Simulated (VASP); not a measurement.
# LiH in VASP: settings compared

The runs below take LiH through single point, with PBE, r2SCAN.

Everything below comes from runs of VASP 6.6.1. Logs are shortened: lines on timing, memory, paths and dates and some standing lists are left out, and cuts for length are marked.

## 1. The cell of the first run

It takes space group R3m (No. 160, trigonal). Conventional cell: a = 3.034 Å, b = 3.034 Å, c = 7.134 Å, α = 90.00°, β = 90.00°, γ = 120.00°. Li (site symmetry 3m) has 4 H at 1.82 to 1.84 Å within 2.4 Å. H (site symmetry 3m) has 4 Li at 1.82 to 1.84 Å within 2.4 Å.

## 2. Single point, PBE (strain along [111] -4.0%)

File INCAR:

```
SYSTEM = LiH
ALGO = Normal ; EDIFF = 1E-6
ENCUT = 520 ; GGA = PE
ISIF = 2 ; ISMEAR = -1
LASPH = .True. ; LCHARG = .False.
LREAL = .False. ; LWAVE = .False.
NBANDS = 9 ; NELM = 60
PREC = Accurate ; SIGMA = 0.02
```

File KPOINTS:

```
k-points
0
Gamma
  10 10 10
  0 0 0
```

File POSCAR:

```
LiH
1.0
   -0.0572032536      2.0879187563      2.0879187563
    2.0879187563     -0.0572032536      2.0879187563
    2.0879187563      2.0879187563     -0.0572032536
Li H
1 1
Direct
   -0.0025337371     -0.0025337371     -0.0025337371
    0.2525337371      0.2525337371      0.2525337371
```

Potentials or basis: VASP PAW PBE potentials, release 64 (Li_sv, H).

Command:

```bash
> cat potpaw_PBE.64/Li_sv/POTCAR potpaw_PBE.64/H/POTCAR > POTCAR
> mpirun -np 1 vasp_std > vasp.out
```

OUTCAR:

```text
SYSTEM = LiH
   EDIFF = 1E-6
   ENCUT = 520
   GGA = PE
   ISIF = 2
   ISMEAR = -1
   LASPH = .True.
   LREAL = .False.
   NELM = 60
   PREC = Accurate

 ion  position               nearest neighbor table
   1  0.997  0.997  0.997-
   2  0.253  0.253  0.253-

  LATTYP: Found a trigonal (rhomboedric) cell.
 ALAT       =     2.9533170636
 COS(alpha) =     0.4724254361

  Lattice vectors:

 A1 = (  -0.0572032536,   2.0879187563,   2.0879187563)
 A2 = (   2.0879187563,  -0.0572032536,   2.0879187563)
 A3 = (   2.0879187563,   2.0879187563,  -0.0572032536)

Analysis of symmetry for initial positions (statically):
=====================================================================
 Subroutine PRICEL returns:
 Original cell was already a primitive cell.

 Routine SETGRP: Setting up the symmetry group for a
 trigonal (rhombohedral) supercell.

 Subroutine GETGRP returns: Found  6 space group operations
 (whereof  6 operations were pure point group operations)
 out of a pool of 12 trial point group operations.

The static configuration has the point symmetry C_3v.

Analysis of symmetry for dynamics (positions and initial velocities):
=====================================================================
 Subroutine PRICEL returns:
 Original cell was already a primitive cell.

 Routine SETGRP: Setting up the symmetry group for a
 trigonal (rhombohedral) supercell.

 Subroutine GETGRP returns: Found  6 space group operations
 (whereof  6 operations were pure point group operations)
 out of a pool of 12 trial point group operations.

The dynamic configuration has the point symmetry C_3v.

 Subroutine INISYM returns: Found  6 space group operations
 (whereof  6 operations are pure point group operations),
 and found     1 'primitive' translations

----------------------------------------------------------------------------------------

                                     Primitive cell

  volume of cell :      18.9521

  direct lattice vectors                    reciprocal lattice vectors
    -0.057203254  2.087918756  2.087918756    -0.229849656  0.236324294  0.236324294
     2.087918756 -0.057203254  2.087918756     0.236324294 -0.229849656  0.236324294
     2.087918756  2.087918756 -0.057203254     0.236324294  0.236324294 -0.229849656

  length of vectors
     2.953317064  2.953317064  2.953317064     0.405622001  0.405622001  0.405622001

  position of ions in fractional coordinates (direct lattice)
     0.997466263  0.997466263  0.997466263
     0.252533737  0.252533737  0.252533737

  ion indices of the primitive-cell ions
   primitive index   ion index
                 1           1
                 2           2

----------------------------------------------------------------------------------------

 KPOINTS: k-points

Automatic generation of k-mesh.
 Grid dimensions read from file:
 generate k-points for:   10   10   10

 Generating k-lattice:

  Cartesian coordinates                     Fractional coordinates (reciprocal lattice)
    -0.022984966  0.023632429  0.023632429     0.100000000  0.000000000  0.000000000
     0.023632429 -0.022984966  0.023632429     0.000000000  0.100000000  0.000000000
     0.023632429  0.023632429 -0.022984966     0.000000000  0.000000000  0.100000000

  Length of vectors
     0.040562200  0.040562200  0.040562200

  Shift w.r.t. Gamma in fractional coordinates (k-lattice)
     0.000000000  0.000000000  0.000000000

 Subroutine IBZKPT returns following result:
 ===========================================

 Found    116 irreducible k-points:

 Following reciprocal coordinates:
            Coordinates               Weight
  0.000000  0.000000  0.000000      1.000000
  0.100000  0.000000  0.000000      6.000000
  0.200000  0.000000  0.000000      6.000000
  0.300000  0.000000  0.000000      6.000000
  0.400000  0.000000  0.000000      6.000000
  0.500000  0.000000  0.000000      3.000000
[... 16 lines left out ...]
  0.300000  0.300000 -0.000000      6.000000
  0.400000  0.300000 -0.000000     12.000000
 [... further k-points ...]
   k-points           NKPTS =    116   k-points in BZ     NKDIM =    116   number of bands    NBANDS=      9
   number of dos      NEDOS =    301   number of ions     NIONS =      2
   total plane-waves  NPLWV =  13824
   dimension x,y,z NGX =    24 NGY =   24 NGZ =   24
   dimension x,y,z NGXF=    48 NGYF=   48 NGZF=   48
   ions per type =               1   1
   NGX,Y,Z   is equivalent  to a cutoff of  13.51, 13.51, 13.51 a.u.
   NGXF,Y,Z  is equivalent  to a cutoff of  27.02, 27.02, 27.02 a.u.
 SYSTEM =  LiH
   PREC   = accura    normal or accurate (medium, high low for compatibility)
   ISTART =      0    job   : 0-new  1-cont  2-samecut
   ICHARG =      2    charge: 1-file 2-atom 10-const
   ISPIN  =      1    spin polarized calculation?
   LNONCOLLINEAR =      F non collinear calculations
   LSORBIT =      F    spin-orbit coupling
   LASPH  =      T    aspherical Exc in radial PAW
   ENCUT  =  520.0 eV  38.22 Ry    6.18 a.u.   5.49  5.49  5.49*2*pi/ulx,y,z
   NELM   =     60;   NELMIN=  2; NELMDL= -5     # of ELM steps
   EDIFF  = 0.1E-05   stopping-criterion for ELM
   LREAL  =      F    real-space projection
   EDIFFG = 0.1E-04   stopping-criterion for IOM
   NSW    =      0    number of steps for IOM
   IBRION =     -1    ionic relax: 0-MD 1-quasi-New 2-CG
   NFREE  =      0    steps in history (QN), initial steepest desc. (CG)
   ISIF   =      2    stress and relaxation
   ISYM   =      2    0-nonsym 1-usesym 2-fastsym
   POTIM  = 0.5000    time-step for ionic-motion
   TEBEG  =    0.0;   TEEND  =   0.0 temperature during run
   PSTRESS=    0.0 pullay stress
   NELECT =       4.0000    total number of electrons
   NUPDOWN=      -1.0000    fix difference up-down
   EMIN   =  10.00;   EMAX   =-10.00  energy-range for DOS
   EFERMI =   0.00;   METHOD = LEGACY
   ISMEAR =    -1;   SIGMA  =   0.02  broadening in eV -4-tet -1-fermi 0-gaus
   EFERMI_NEDOS =   21; number of points for ismear=-14 and -15
   IALGO  =     38    algorithm
   IMIX   =      4    mixing-type and parameters
     AMIX     =   0.40;   BMIX     =  1.00
     AMIX_MAG =   1.60;   BMIX_MAG =  1.00
  volume/ion in A,a.u.               =       9.48        63.95
  Fermi-wavevector in a.u.,A,eV,Ry     =   0.974711  1.841936 12.926365  0.950061
  Thomas-Fermi vector in A             =   2.105192
   LORBIT       =      0    0 simple, 1 ext, 2 COOP (PROOUT), +10 PAW based schemes
   GGA     = PE    functional components
[... 5 lines left out ...]
 non-spin polarized calculation
  energy-cutoff  :      520.00
  volume of cell :       18.95
 maximum number of plane-waves:       526
 NGX is ok and might be reduce to    24
   NGX = 11   NGY = 11   NGZ = 11

 number of electron       3.9999996 magnetization

 Free energy of the ion-electron system (eV)
  ---------------------------------------------------
  ext. energy  EPLUGINS =         0.00000000
  ---------------------------------------------------
  free energy    TOTEN  =        -6.02430412 eV

  energy without entropy =       -6.02430412  energy(sigma->0) =       -6.02430412

 E-fermi :  -1.0183     XC(G=0):  -7.8191

 val. band max:       -1.5591612434   @ k =  -0.3000   0.5000   0.2000
 cond. band min:       2.6981946392   @ k =   0.5000   0.0000   0.0000
 fundamental gap:      4.2573558826
 Fermi energy:        -1.0183235612

 k-point     1 :       0.0000    0.0000    0.0000
  band No.  band energies     occupation
      1     -44.8041      2.00000
      2      -5.3259      2.00000
      3      11.8572      0.00000
      4      15.8410      0.00000
      5      15.8410      0.00000
      6      16.8691      0.00000
      7      18.3663      0.00000
      8      18.3663      0.00000
      9      19.5324      0.00000

 k-point     2 :       0.1000    0.0000    0.0000
  band No.  band energies     occupation
      1     -44.8017      2.00000
      2      -5.1700      2.00000
      3      10.8041      0.00000
      4      14.7040      0.00000
      5      15.3134      0.00000
      6      16.2344      0.00000
      7      19.1888      0.00000
      8      20.1185      0.00000
      9      21.2313      0.00000

 k-point     3 :       0.2000    0.0000    0.0000
  band No.  band energies     occupation
      1     -44.7953      2.00000
      2      -4.7101      2.00000
      3       8.2251      0.00000
      4      14.4462      0.00000
      5      14.5770      0.00000
      6      15.4377      0.00000
      7      20.0873      0.00000
      8      20.6666      0.00000
      9      22.2634      0.00000

 k-point     4 :       0.3000    0.0000    0.0000
  band No.  band energies     occupation
      1     -44.7873      2.00000
      2      -3.9875      2.00000
      3       5.5970      0.00000
      4      14.0969      0.00000
      5      14.4370      0.00000
      6      15.0747      0.00000
      7      19.1934      0.00000
      8      19.6400      0.00000
      9      21.5626      0.00000

 k-point     5 :       0.4000    0.0000    0.0000
  band No.  band energies     occupation
      1     -44.7808      2.00000
      2      -3.1595      2.00000
      3       3.5525      0.00000
      4      13.8858      0.00000
      5      14.2648      0.00000
      6      15.0777      0.00000
      7      18.1640      0.00000
      8      18.6950      0.00000
      9      21.6270      0.00000

 k-point     6 :       0.5000    0.0000    0.0000
  band No.  band energies     occupation
      1     -44.7784      2.00000
      2      -2.7194      2.00000
      3       2.6982      0.00000
      4      13.8396      0.00000
      5      14.1962      0.00000
      6      15.0836      0.00000
      7      17.7709      0.00000
      8      18.3487      0.00000
      9      21.8312      0.00000
[... 169 lines left out ...]
 k-point    21 :      -0.3000    0.2000   -0.0000
  band No.  band energies     occupation
      1     -44.7785      2.00000
      2      -2.9566      2.00000
      3       4.2191      0.00000
      4       9.5704      0.00000
      5      13.4735      0.00000
      6      15.3723      0.00000
      7      19.5269      0.00000
      8      21.5072      0.00000
      9      24.6169      0.00000

 k-point    22 :      -0.2000    0.2000    0.0000
  band No.  band energies     occupation
      1     -44.7847      2.00000
      2      -3.7504      2.00000
      3       5.8149      0.00000
      4      10.3149      0.00000
      5      14.7440      0.00000
      6      15.6499      0.00000
      7      19.2268      0.00000
      8      21.2861      0.00000
      9      22.3119      0.00000

 k-point    23 :       0.3000    0.3000   -0.0000
  band No.  band energies     occupation
      1     -44.7807      2.00000
      2      -3.5184      2.00000
      3       7.6862      0.00000
      4      10.3079      0.00000
      5      11.0637      0.00000
      6      12.0579      0.00000
      7      16.9493      0.00000
      8      26.3697      0.00000
      9      27.1506      0.00000

 k-point    24 :       0.4000    0.3000   -0.0000
  band No.  band energies     occupation
      1     -44.7755      2.00000
      2      -2.8854      2.00000
      3       6.2319      0.00000
      4       9.3643      0.00000
      5      10.6678      0.00000
      6      11.9273      0.00000
      7      17.2878      0.00000
      8      26.0687      0.00000
      9      27.2379      0.00000

 [... further k-points ...]
[... 5 lines left out ...]
  --------------------------------------------------------------------------------------
  -------------------------------------------------------------------------------------
  Total        0.1136323      0.1136323      0.1136323      0.0872179      0.0872179      0.0872179
  in kB        9.6062765      9.6062765      9.6062765      7.3732482      7.3732482      7.3732482
  external PRESSURE =       9.6062765 kB  Pullay stress =       0.0000000 kB

 VOLUME and BASIS-vectors are now :
 -----------------------------------------------------------------------------
  energy-cutoff  :      520.00
  volume of cell :       18.95
      direct lattice vectors                 reciprocal lattice vectors
    -0.057203254  2.087918756  2.087918756    -0.229849656  0.236324294  0.236324294
     2.087918756 -0.057203254  2.087918756     0.236324294 -0.229849656  0.236324294
     2.087918756  2.087918756 -0.057203254     0.236324294  0.236324294 -0.229849656

 POSITION                                       TOTAL-FORCE (eV/Angst)
 -----------------------------------------------------------------------------------
      4.10820      4.10820      4.10820        -0.001995     -0.001995     -0.001995
      1.04009      1.04009      1.04009         0.001995      0.001995      0.001995
 -----------------------------------------------------------------------------------
    total drift:                                0.000030      0.000030      0.000030

  FREE ENERGIE OF THE ION-ELECTRON SYSTEM (eV)
  ---------------------------------------------------
  free  energy   TOTEN  =        -6.0243041230 eV

  energy  without entropy=       -6.0243041230  energy(sigma->0) =       -6.02430412
```

It took 5.4 s on 1 thread of Intel Xeon 6975P-C (Granite Rapids), shared host; peak memory 0.14 GiB.

Results:

| Property | Result |
| --- | --- |
| Free energy | -6.0243 eV |
| Largest force | 0.003 eV/Å |
| Band gap on the k mesh | 4.26 eV, indirect (least direct gap 5.23 eV) |

Forces in eV/Å, atoms in the order of the input:
```
Li  -0.002 -0.002 -0.002
H    0.002  0.002  0.002
```

Caveat: the cell differs from its parent crystal (strain along [111] -4.0%); the cutoff is under 1.25 times the usual one of these potentials, so pressure, stress and relaxed cells hold a basis-set (Pulay) error. A k mesh can miss the band edges.

## 3. Single point, PBE (epitaxial 111 strain +3.0%)

File INCAR:

```
PREC = Accurate ; ENCUT = 520
EDIFF = 1E-7 ; ISMEAR = -1
SIGMA = 0.02 ; LREAL = F
LASPH = T ; NELM = 80
ALGO = Normal ; ISIF = 2
LWAVE = F ; LCHARG = F
GGA = PE ; NBANDS = 9
```

File KPOINTS:

```
Automatic mesh
0
Gamma
  10 10 10
```

File POSCAR:

```
LiH
1.0
   -0.0520293695      2.1574463007      2.1574463007
    2.1574463007     -0.0520293695      2.1574463007
    2.1574463007      2.1574463007     -0.0520293695
Li H
1 1
Direct
   -0.0018455116     -0.0018455116     -0.0018455116
    0.2518455116      0.2518455116      0.2518455116
```

Potentials or basis: VASP PAW PBE potentials, release 64 (Li_sv, H).

Command:

```bash
> cat potpaw_PBE.64/Li_sv/POTCAR potpaw_PBE.64/H/POTCAR > POTCAR
> mpirun -np 1 vasp_std > vasp.out
```

It took 6.3 s on 1 thread of Intel Xeon 6975P-C (Granite Rapids), shared host; peak memory 0.14 GiB.

It converged, with:

```
Free energy            : -6.0231 eV
Band gap on the k mesh : 4.12 eV, indirect (least direct gap 5.07 eV)
```

Levels at points of the mesh, in eV from the valence-band top:
```csv
k point,band 1,band 2,band 3,band 4,band 5
"(0.00, 0.00, 0.00)",-43.45,-3.54,12.57,16.51,16.51
"(0.50, 0.00, 0.00)",-43.43,-1.05,4.12,14.61,14.89
"(0.50, 0.50, 0.00)",-43.43,-0.29,7.04,9.72,10.16
"(0.50, 0.50, 0.50)",-43.43,-0.78,4.29,14.25,14.25
```

Caveat: the cell differs from its parent crystal (epitaxial 111 strain +3.0%); the cutoff is under 1.25 times the usual one of these potentials, so pressure, stress and relaxed cells hold a basis-set (Pulay) error. A k mesh can miss the band edges.

## 4. Single point, r2SCAN (uniaxial z strain +1.0%)

File POSCAR:

```
LiH
1.0
    0.0000000000      2.1451220099      2.1665732300
    2.1451220099      0.0000000000      2.1665732300
    2.1451220099      2.1451220099      0.0000000000
Li H
1 1
Direct
    0.0000000000      0.0000000000      0.0000000000
    0.2500000000      0.2500000000      0.2500000000
```

File INCAR.step1:

```
ALGO = Normal
EDIFF = 1E-4
ENCUT = 520
GGA = PE
ISMEAR = 0
LASPH = T
LCHARG = F
LREAL = F
LWAVE = T
NBANDS = 9
NELM = 60
PREC = Accurate
SIGMA = 0.01
```

File INCAR.step2:

```
ALGO = Normal
EDIFF = 1E-6
ENCUT = 520
ISIF = 2
ISMEAR = 0
ISTART = 1
LASPH = T
LCHARG = T
LELF = T
LMIXTAU = T
LREAL = F
LVHAR = T
LWAVE = F
METAGGA = R2SCAN
NBANDS = 9
NELM = 60
PREC = Accurate
SIGMA = 0.01
```

File KPOINTS:

```
k-points
0
Gamma
  10 10 10
```

Command:

```bash
> cat potpaw_PBE.64/Li_sv/POTCAR potpaw_PBE.64/H/POTCAR > POTCAR
> cp INCAR.step1 INCAR
> mpirun -np 1 vasp_std > vasp.out
> cp INCAR.step2 INCAR
> mpirun -np 1 vasp_std > vasp.out
```

Run time: 15 s. Hardware: 1 thread of Intel Xeon 6975P-C (Granite Rapids), shared host; peak memory 0.14 GiB.

Results (log left out):

```
Free energy            : -6.7092 eV
Band gap on the k mesh : 4.77 eV, indirect (least direct gap 5.81 eV)
```

Levels at points of the mesh, in eV from the valence-band top:
```csv
k point,band 1,band 2,band 3,band 4,band 5
"(0.00, 0.00, 0.00)",-44.68,-3.66,14.02,18.73,18.74
"(0.50, 0.00, 0.00)",-44.66,-1.04,4.77,16.03,16.23
"(0.50, 0.50, 0.00)",-44.66,-0.37,7.72,10.79,11.58
"(0.50, 0.00, 0.50)",-44.66,-0.28,7.84,10.69,11.42
```

Caveat: the cell differs from its parent crystal (uniaxial z strain +1.0%); the cutoff is under 1.25 times the usual one of these potentials, so pressure, stress and relaxed cells hold a basis-set (Pulay) error; the PAW data sets were made with another functional, which shifts forces and pressure a little.

(Part 1 of 2 ends here.)
